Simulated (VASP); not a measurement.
Write the native input for VASP 6.6.1 that does the following.

- Task: single point
- Functional: PBE
- Potentials or basis: VASP PAW PBE potentials, release 64 (F, P, S, Rb_sv)
- Cutoff: 520 eV
- k mesh: 3 × 3 × 4, shifted
- Occupations: fermi-dirac, width 0.0207 eV
- Spin: no spin polarisation
- Dipole correction: no
- Further INCAR settings: ALGO = Normal; EDIFF = 1e-06; NBANDS = 43

The structure of RbP2SF lies in POSCAR:

```
RbP2SF
1.0
    7.6402780000      0.0000000000      0.0000000000
    0.0000000000      6.2767090000      0.0000000000
   -1.5007840000      0.0000000000      4.9458770000
F P S Rb
2 4 2 2
Direct
    0.8754000000      0.2500000000      0.7676000000
    0.1246000000      0.7500000000      0.2324000000
    0.6963000000      0.0418000000      0.3311000000
    0.3037000000      0.5418000000      0.6689000000
    0.3037000000      0.9582000000      0.6689000000
    0.6963000000      0.4582000000      0.3311000000
    0.8300000000      0.2500000000      0.4204000000
    0.1700000000      0.7500000000      0.5796000000
    0.2859200000      0.2500000000      0.1555000000
    0.7140800000      0.7500000000      0.8445000000
```

These files were run (other wordings do the same):

INCAR

```
PREC = Accurate
ENCUT = 520
EDIFF = 1E-6
ISMEAR = -1
SIGMA = 0.0207
LREAL = F
LASPH = T
NELM = 80
ALGO = Normal
ISIF = 2
LWAVE = F
LCHARG = F
GGA = PE
NBANDS = 43
```

KPOINTS

```
Automatic mesh
0
Gamma
  3 3 4
  0.5 0.5 0.5
```

Potentials or basis: VASP PAW PBE potentials, release 64 (F, P, S, Rb_sv).

The run is started by

```sh
$ cat potpaw_PBE.64/F/POTCAR potpaw_PBE.64/P/POTCAR potpaw_PBE.64/S/POTCAR potpaw_PBE.64/Rb_sv/POTCAR > POTCAR
$ mpirun -np 1 vasp_std > vasp.out
```

It gave:

- Pressure: 33.4 GPa
- Largest force: 23.021 eV/Å
- Band gap on the k mesh: zero (bands 32 and 33 overlap by 0.18 eV)

Caveat: the cell stands under pressure; forces of over 1 eV/Å act on the atoms, so gaps and moduli don't describe the material at rest.

Wall time 2.2 min on 1 thread of Intel(R) Xeon(R) Platinum 8488C (Sapphire Rapids) (shared host), peak memory 0.39 GiB.
